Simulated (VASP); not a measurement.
# Sr (P6_3/mmc) in VASP: a series of runs

The runs below take Sr through electric field gradients, with LDA.

Everything below comes from runs of VASP 6.6.1. Logs are shortened: lines on timing, memory, paths and dates and some standing lists are left out, and cuts for length are marked.

## 1. The cell of the first run

Symmetry: P6_3/mmc, No. 194, hexagonal system. Conventional cell: a = 4.222 Å, b = 4.222 Å, c = 6.906 Å, α = 90.00°, β = 90.00°, γ = 120.00°. Within 5.5 Å of Sr (site symmetry -6m2) lie 12 Sr at 4.22 to 4.23 Å.

## 2. Electric field gradients, LDA (volume scaled by 0.94)

Input file INCAR:

```
SYSTEM = Sr
  PREC = Accurate
  ENCUT = 520
  EDIFF = 1E-8
  ISMEAR = -1
  SIGMA = 0.08
  LREAL = .FALSE.
  LASPH = .TRUE.
  NELM = 100
  ALGO = Normal
  ISIF = 2
  LWAVE = .FALSE.
  LCHARG = .FALSE.
  GGA = CA
  LEFG = .TRUE.
  NBANDS = 17
```

Input file KPOINTS:

```
Automatic mesh
0
G
  10 10 5
  0 0 0
```

Input file POSCAR:

```
Sr
1.0
    4.2220163448      0.0000000000      0.0000000000
   -2.1110081724      3.6563734097      0.0000000000
    0.0000000000      0.0000000000      6.9060820664
Sr
2
Direct
    0.3333333333      0.6666666667      0.2500000000
    0.6666666667      0.3333333333      0.7500000000
```

Potentials or basis: VASP PAW LDA potentials, release 64 (Sr_sv).

Started as:

```bash
> cat potpaw_LDA.64/Sr_sv/POTCAR > POTCAR
> mpirun -np 1 vasp_std > vasp.out
```

OUTCAR:

```text
SYSTEM = Sr
   PREC = Accurate
   ENCUT = 520
   EDIFF = 1E-8
   ISMEAR = -1
   LREAL = .FALSE.
   LASPH = .TRUE.
   NELM = 100
   ISIF = 2
   GGA = CA

 ion  position               nearest neighbor table
   1  0.333  0.667  0.250-   2 4.23   2 4.23   2 4.23   2 4.23   2 4.23   2 4.23
   2  0.667  0.333  0.750-   1 4.23   1 4.23   1 4.23   1 4.23   1 4.23   1 4.23

  LATTYP: Found a hexagonal cell.
 ALAT       =     4.2220163448
 C/A-ratio  =     1.6357307747

  Lattice vectors:

 A1 = (   4.2220163448,   0.0000000000,   0.0000000000)
 A2 = (  -2.1110081724,   3.6563734097,   0.0000000000)
 A3 = (   0.0000000000,   0.0000000000,   6.9060820664)

Analysis of symmetry for initial positions (statically):
=====================================================================
 Subroutine PRICEL returns:
 Original cell was already a primitive cell.

 Routine SETGRP: Setting up the symmetry group for a
 hexagonal supercell.

 Subroutine GETGRP returns: Found 24 space group operations
 (whereof 12 operations were pure point group operations)
 out of a pool of 24 trial point group operations.

The static configuration has the point symmetry D_3d.
 The point group associated with its full space group is D_6h.

Analysis of symmetry for dynamics (positions and initial velocities):
=====================================================================
 Subroutine PRICEL returns:
 Original cell was already a primitive cell.

 Routine SETGRP: Setting up the symmetry group for a
 hexagonal supercell.

 Subroutine GETGRP returns: Found 24 space group operations
 (whereof 12 operations were pure point group operations)
 out of a pool of 24 trial point group operations.

The dynamic configuration has the point symmetry D_3d.
 The point group associated with its full space group is D_6h.

 Subroutine INISYM returns: Found 24 space group operations
 (whereof 12 operations are pure point group operations),
 and found     1 'primitive' translations

----------------------------------------------------------------------------------------

                                     Primitive cell

  volume of cell :     106.6110

[... 116 lines left out ...]
   IVDW    =     0    specifies the selected vdW correction
   LEPSILON=     F    determine dielectric tensor
   LRPA    =     F    only Hartree local field effects (RPA)
 non-spin polarized calculation
  energy-cutoff  :      520.00
  volume of cell :      106.61
 maximum number of plane-waves:      2887
 NGX is ok and might be reduce to    32
   NGX = 15   NGY = 15   NGZ = 25

 number of electron      20.0000000 magnetization

 Free energy of the ion-electron system (eV)
  ---------------------------------------------------
  ext. energy  EPLUGINS =         0.00000000
  ---------------------------------------------------
  free energy    TOTEN  =        -3.77855295 eV

  energy without entropy =       -3.71970581  energy(sigma->0) =       -3.74912938

 E-fermi :   1.5287     XC(G=0):  -7.6545

 val. band max:        1.5244675469   @ k =   0.3000   0.3000   0.0000
 cond. band min:       1.5365757214   @ k =   0.3000   0.3000   0.0000
 fundamental gap:      0.0121081745
 Fermi energy:         1.5287020605

 k-point     1 :       0.0000    0.0000    0.0000
  band No.  band energies     occupation
      1     -34.8641      2.00000
      2     -34.8474      2.00000
      3     -17.0645      2.00000
      4     -16.8730      2.00000
      5     -16.8730      2.00000
      6     -16.8425      2.00000
[... 457 lines left out ...]
      4     -17.0181      2.00000
      5     -16.9493      2.00000
      6     -16.9238      2.00000
[... 9 lines left out ...]
     16       5.3704      0.00000
     17       5.6799      0.00000

 [... further k-points ...]
[... 5 lines left out ...]
  --------------------------------------------------------------------------------------
  -------------------------------------------------------------------------------------
  Total       -0.6859186     -0.6859186     -0.6488210      0.0000000     -0.0000000     -0.0000000
  in kB      -10.3081565    -10.3081565     -9.7506442      0.0000000     -0.0000000     -0.0000000
  external PRESSURE =     -10.1223190 kB  Pullay stress =       0.0000000 kB

 VOLUME and BASIS-vectors are now :
 -----------------------------------------------------------------------------
  energy-cutoff  :      520.00
  volume of cell :      106.61
      direct lattice vectors                 reciprocal lattice vectors
     4.222016345  0.000000000  0.000000000     0.236853654  0.136747521  0.000000000
    -2.111008172  3.656373410  0.000000000     0.000000000  0.273495042  0.000000000
     0.000000000  0.000000000  6.906082066     0.000000000  0.000000000  0.144799901

 POSITION                                       TOTAL-FORCE (eV/Angst)
 -----------------------------------------------------------------------------------
     -0.00000      2.43758      1.72652        -0.000000     -0.000000      0.000000
      2.11101      1.21879      5.17956         0.000000      0.000000      0.000000
 -----------------------------------------------------------------------------------
    total drift:                               -0.000000      0.000000     -0.000000

  FREE ENERGIE OF THE ION-ELECTRON SYSTEM (eV)
  ---------------------------------------------------
  free  energy   TOTEN  =        -3.7785529546 eV

  energy  without entropy=       -3.7197058096  energy(sigma->0) =       -3.74912938

 Electric field gradients (V/A^2)
---------------------------------------------------------------------
 ion       V_xx      V_yy      V_zz      V_xy      V_xz      V_yz
---------------------------------------------------------------------
   1       1.130     1.130    -2.260     0.000     0.000    -0.000
   2       1.130     1.130    -2.260     0.000    -0.000     0.000
---------------------------------------------------------------------

 Electric field gradients after diagonalization (V/A^2)
 (convention: |V_zz| > |V_xx| > |V_yy|)
----------------------------------------------------------------------
 ion       V_xx      V_yy      V_zz     asymmetry (V_yy - V_xx)/ V_zz
----------------------------------------------------------------------
   1       1.130     1.130    -2.260       0.000
   2       1.130     1.130    -2.260       0.000
----------------------------------------------------------------------

           NMR quadrupolar parameters

 Cq : quadrupolar parameter    Cq=e*Q*V_zz/h
 eta: asymmetry parameters     (V_yy - V_xx)/ V_zz
 Q  : nuclear electric quadrupole moment in mb (millibarn)
----------------------------------------------------------------------
 ion       Cq(MHz)       eta       Q (mb)
----------------------------------------------------------------------
   1      -0.005       0.000       1.000
   2      -0.005       0.000       1.000
----------------------------------------------------------------------
```

OSZICAR:

```text
N       E                     dE             d eps       ncg     rms          rms(c)
DAV:   1     0.105583102247E+03    0.10558E+03   -0.93266E+03  1428   0.990E+02
DAV:   2     0.428838611459E+01   -0.10129E+03   -0.99744E+02  1873   0.234E+02
DAV:   3    -0.360881025990E+01   -0.78972E+01   -0.78762E+01  2495   0.456E+01
DAV:   4    -0.378176532673E+01   -0.17296E+00   -0.17275E+00  1917   0.610E+00
DAV:   5    -0.378652918391E+01   -0.47639E-02   -0.47632E-02  2261   0.726E-01    0.162E+01
DAV:   6    -0.378162667305E+01    0.49025E-02   -0.12940E-02  1942   0.122E+00    0.912E+00
DAV:   7    -0.377851002883E+01    0.31166E-02   -0.21049E-02  1730   0.152E+00    0.416E-01
DAV:   8    -0.377849925194E+01    0.10777E-04   -0.34925E-03  2661   0.283E-01    0.141E-01
DAV:   9    -0.377853697642E+01   -0.37724E-04   -0.88733E-05  2016   0.461E-02    0.475E-02
DAV:  10    -0.377855253982E+01   -0.15563E-04   -0.17484E-05  1916   0.353E-02    0.124E-02
DAV:  11    -0.377855283538E+01   -0.29556E-06   -0.86980E-07  2320   0.527E-03    0.231E-03
DAV:  12    -0.377855295252E+01   -0.11714E-06   -0.22890E-07  1859   0.255E-03    0.175E-03
DAV:  13    -0.377855295462E+01   -0.20946E-08   -0.19843E-08  1632   0.959E-04
   1 F= -.37785530E+01 E0= -.37491294E+01  d E =-.588471E-01
```

stdout:

```text
POSCAR found type information on POSCAR Sr
 POSCAR found :  1 types and       2 ions
 scaLAPACK will be used
 LDA part: xc-table for (Slater(with rela. corr.)+CA(PZ))
 , standard interpolation
 POSCAR, INCAR and KPOINTS ok, starting setup
 FFT: planning ... GRIDC
 FFT: planning ... GRID_SOFT
 FFT: planning ... GRID
 WAVECAR not read
 entering main loop
ion   1

ion   2
```

Wall time 39 s (1 thread of AMD EPYC 9R45 (Zen 5), shared host); peak memory 0.18 GiB.

What came out:

| Property | Result |
| --- | --- |
| Free energy | -3.7786 eV |
| Pressure | -1.0 GPa |
| Band gap on the k mesh | zero (band 10 reaches 1.66 eV, above the bottom of band 11 at 1.54 eV) |

Electric field gradients, principal values (V/Å²):
```
atom  least  middle  greatest (by size)
1 Sr  1.130   1.130              -2.260
2 Sr  1.130   1.130              -2.260
```

Caveat: without QUAD_EFG the Cq values of the log hold for a quadrupole moment of 1 mb, not for the nuclei.

## 3. Electric field gradients, LDA (volume scaled by 0.94)

Input file INCAR:

```
PREC = Accurate
ENCUT = 520
EDIFF = 1E-8
ISMEAR = -1
SIGMA = 0.08
LREAL = F
LASPH = T
NELM = 100
ALGO = Normal
ISIF = 2
LWAVE = F
LCHARG = F
LEFG = T
NBANDS = 17
```

Input file KPOINTS:

```
regular mesh
0
Gamma
  10 10 5
```

POSCAR is that of step 2.

Potentials or basis: VASP PAW LDA potentials, release 64 (Sr_sv).

Started as:

```bash
> cat potpaw_LDA.64/Sr_sv/POTCAR > POTCAR
> mpirun -np 1 vasp_std > vasp.out
```

OUTCAR:

```text
PREC = Accurate
   ENCUT = 520
   EDIFF = 1E-8
   ISMEAR = -1
   LREAL = F
   LASPH = T
   NELM = 100
   ISIF = 2

 ion  position               nearest neighbor table
   1  0.333  0.667  0.250-   2 4.23   2 4.23   2 4.23   2 4.23   2 4.23   2 4.23
   2  0.667  0.333  0.750-   1 4.23   1 4.23   1 4.23   1 4.23   1 4.23   1 4.23

  LATTYP: Found a hexagonal cell.
 ALAT       =     4.2220163448
 C/A-ratio  =     1.6357307747

  Lattice vectors:

 A1 = (   4.2220163448,   0.0000000000,   0.0000000000)
 A2 = (  -2.1110081724,   3.6563734097,   0.0000000000)
[... 694 lines left out ...]
  ---------------------------------------------------
  free  energy   TOTEN  =        -3.7785529546 eV

  energy  without entropy=       -3.7197058096  energy(sigma->0) =       -3.74912938

 Electric field gradients (V/A^2)
---------------------------------------------------------------------
 ion       V_xx      V_yy      V_zz      V_xy      V_xz      V_yz
---------------------------------------------------------------------
   1       1.130     1.130    -2.260     0.000     0.000    -0.000
   2       1.130     1.130    -2.260     0.000    -0.000     0.000
---------------------------------------------------------------------

 Electric field gradients after diagonalization (V/A^2)
 (convention: |V_zz| > |V_xx| > |V_yy|)
----------------------------------------------------------------------
 ion       V_xx      V_yy      V_zz     asymmetry (V_yy - V_xx)/ V_zz
----------------------------------------------------------------------
   1       1.130     1.130    -2.260       0.000
   2       1.130     1.130    -2.260       0.000
----------------------------------------------------------------------

           NMR quadrupolar parameters

 Cq : quadrupolar parameter    Cq=e*Q*V_zz/h
 eta: asymmetry parameters     (V_yy - V_xx)/ V_zz
 Q  : nuclear electric quadrupole moment in mb (millibarn)
----------------------------------------------------------------------
 ion       Cq(MHz)       eta       Q (mb)
----------------------------------------------------------------------
   1      -0.005       0.000       1.000
   2      -0.005       0.000       1.000
----------------------------------------------------------------------
```

stdout:

```text
POSCAR found type information on POSCAR Sr
 POSCAR found :  1 types and       2 ions
 scaLAPACK will be used
 LDA part: xc-table for (Slater(with rela. corr.)+CA(PZ))
 , standard interpolation
 POSCAR, INCAR and KPOINTS ok, starting setup
 FFT: planning ... GRIDC
 FFT: planning ... GRID_SOFT
 FFT: planning ... GRID
 WAVECAR not read
 entering main loop
ion   1

ion   2
```

Run time: 39 s. Hardware: 1 thread of AMD EPYC 9R45 (Zen 5), shared host; peak memory 0.18 GiB.

What came out:

```yaml
Free_energy: -3.7786 eV
Pressure: -1.0 GPa
Band_gap_on_the_k_mesh: zero (band 10 reaches 1.66 eV, above the bottom of band 11 at 1.54 eV)
```

Levels at points of the mesh, in eV from the Fermi level:
```csv
k point,band 8,band 9,band 10,band 11,band 12,band 13
"(0.00, 0.00, 0.00)",-18.37,-3.71,-1.20,0.16,2.23,2.24
"(0.50, 0.00, 0.00)",-18.40,-1.15,-0.51,0.03,0.22,1.32
```

Electric field gradients, principal values (V/Å²):
| atom | least | middle | greatest (by size) |
| --- | --- | --- | --- |
| 1 Sr | 1.130 | 1.130 | -2.260 |
| 2 Sr | 1.130 | 1.130 | -2.260 |

Caveat: without QUAD_EFG the Cq values of the log hold for a quadrupole moment of 1 mb, not for the nuclei.

## 4. Electric field gradients, LDA (volume scaled by 0.98)

Input file INCAR:

```
SYSTEM = Sr
  ALGO = Normal
  EDIFF = 1E-8
  ENCUT = 520
  GGA = CA
  ISIF = 2
  ISMEAR = -1
  LASPH = .True.
  LCHARG = .False.
  LEFG = .True.
  LREAL = .False.
  LWAVE = .False.
  NBANDS = 17
  NELM = 60
  PREC = Accurate
  SIGMA = 0.08
```

Input file KPOINTS:

```
k-points
0
Gamma
  10 10 5
  0 0 0
```

Input file POSCAR:

```
Sr
1.0
    4.2810731731      0.0000000000      0.0000000000
   -2.1405365866      3.7075181234      0.0000000000
    0.0000000000      0.0000000000      7.0026831381
Sr
2
Direct
    0.3333333333      0.6666666667      0.2500000000
    0.6666666667      0.3333333333      0.7500000000
```

Potentials or basis: VASP PAW LDA potentials, release 64 (Sr_sv).

Started as:

```bash
> cat potpaw_LDA.64/Sr_sv/POTCAR > POTCAR
> mpirun -np 1 vasp_std > vasp.out
```

OUTCAR:

```text
SYSTEM = Sr
   EDIFF = 1E-8
   ENCUT = 520
   GGA = CA
   ISIF = 2
   ISMEAR = -1
   LASPH = .True.
   LREAL = .False.
   NELM = 60
   PREC = Accurate

 ion  position               nearest neighbor table
   1  0.333  0.667  0.250-   2 4.29   2 4.29   2 4.29   2 4.29   2 4.29   2 4.29
   2  0.667  0.333  0.750-   1 4.29   1 4.29   1 4.29   1 4.29   1 4.29   1 4.29

  LATTYP: Found a hexagonal cell.
 ALAT       =     4.2810731731
 C/A-ratio  =     1.6357307747

  Lattice vectors:

 A1 = (   4.2810731731,   0.0000000000,   0.0000000000)
 A2 = (  -2.1405365866,   3.7075181234,   0.0000000000)
 A3 = (   0.0000000000,   0.0000000000,   7.0026831381)

Analysis of symmetry for initial positions (statically):
=====================================================================
 Subroutine PRICEL returns:
 Original cell was already a primitive cell.

 Routine SETGRP: Setting up the symmetry group for a
 hexagonal supercell.

 Subroutine GETGRP returns: Found 24 space group operations
 (whereof 12 operations were pure point group operations)
 out of a pool of 24 trial point group operations.

The static configuration has the point symmetry D_3d.
 The point group associated with its full space group is D_6h.

Analysis of symmetry for dynamics (positions and initial velocities):
=====================================================================
 Subroutine PRICEL returns:
 Original cell was already a primitive cell.

 Routine SETGRP: Setting up the symmetry group for a
 hexagonal supercell.

 Subroutine GETGRP returns: Found 24 space group operations
[... 154 lines left out ...]
 val. band max:        1.3705429688   @ k =   0.3000   0.3000   0.0000
 cond. band min:       1.3925735982   @ k =   0.3000   0.3000   0.0000
 fundamental gap:      0.0220306295
 Fermi energy:         1.3893196179

 k-point     1 :       0.0000    0.0000    0.0000
  band No.  band energies     occupation
      1     -35.0887      2.00000
      2     -35.0751      2.00000
      3     -17.2655      2.00000
      4     -17.1013      2.00000
      5     -17.1013      2.00000
      6     -17.0748      2.00000
[... 457 lines left out ...]
      4     -17.2261      2.00000
      5     -17.1667      2.00000
      6     -17.1451      2.00000
[... 9 lines left out ...]
     16       5.0949      0.00000
     17       5.3996      0.00000

 [... further k-points ...]
[... 5 lines left out ...]
  --------------------------------------------------------------------------------------
  -------------------------------------------------------------------------------------
  Total       -0.9798584     -0.9798584     -0.9458788      0.0000000     -0.0000000      0.0000000
  in kB      -14.1245129    -14.1245129    -13.6347021      0.0000000     -0.0000000      0.0000000
  external PRESSURE =     -13.9612427 kB  Pullay stress =       0.0000000 kB

 VOLUME and BASIS-vectors are now :
 -----------------------------------------------------------------------------
  energy-cutoff  :      520.00
  volume of cell :      111.15
      direct lattice vectors                 reciprocal lattice vectors
     4.281073173  0.000000000  0.000000000     0.233586290  0.134861107  0.000000000
    -2.140536587  3.707518123  0.000000000     0.000000000  0.269722215  0.000000000
     0.000000000  0.000000000  7.002683138     0.000000000  0.000000000  0.142802406

 POSITION                                       TOTAL-FORCE (eV/Angst)
 -----------------------------------------------------------------------------------
     -0.00000      2.47168      1.75067        -0.000000      0.000000      0.000000
      2.14054      1.23584      5.25201         0.000000      0.000000      0.000000
 -----------------------------------------------------------------------------------
    total drift:                                0.000000     -0.000000      0.000000

  FREE ENERGIE OF THE ION-ELECTRON SYSTEM (eV)
  ---------------------------------------------------
  free  energy   TOTEN  =        -3.7445301133 eV

  energy  without entropy=       -3.6848894780  energy(sigma->0) =       -3.71470980

 Electric field gradients (V/A^2)
---------------------------------------------------------------------
 ion       V_xx      V_yy      V_zz      V_xy      V_xz      V_yz
---------------------------------------------------------------------
   1       1.226     1.226    -2.453     0.000    -0.000     0.000
   2       1.226     1.226    -2.453     0.000     0.000    -0.000
---------------------------------------------------------------------

 Electric field gradients after diagonalization (V/A^2)
 (convention: |V_zz| > |V_xx| > |V_yy|)
----------------------------------------------------------------------
 ion       V_xx      V_yy      V_zz     asymmetry (V_yy - V_xx)/ V_zz
----------------------------------------------------------------------
   1       1.226     1.226    -2.453       0.000
   2       1.226     1.226    -2.453       0.000
----------------------------------------------------------------------

           NMR quadrupolar parameters

 Cq : quadrupolar parameter    Cq=e*Q*V_zz/h
 eta: asymmetry parameters     (V_yy - V_xx)/ V_zz
 Q  : nuclear electric quadrupole moment in mb (millibarn)
----------------------------------------------------------------------
 ion       Cq(MHz)       eta       Q (mb)
----------------------------------------------------------------------
   1      -0.006       0.000       1.000
   2      -0.006       0.000       1.000
----------------------------------------------------------------------
```

Run time: 40 s. Hardware: 1 thread of AMD EPYC 9R45 (Zen 5), shared host; peak memory 0.19 GiB.

What came out:

```yaml
Free_energy: -3.7445 eV
Pressure: -1.4 GPa
Band_gap_on_the_k_mesh: zero (band 10 reaches 1.51 eV, above the bottom of band 11 at 1.39 eV)
```

Electric field gradients, principal values (V/Å²):
```tsv
atom	least	middle	greatest (by size)
1 Sr	1.226	1.226	-2.453
2 Sr	1.226	1.226	-2.453
```

Caveat: without QUAD_EFG the Cq values of the log hold for a quadrupole moment of 1 mb, not for the nuclei.

(Part 1 of 2 ends here.)
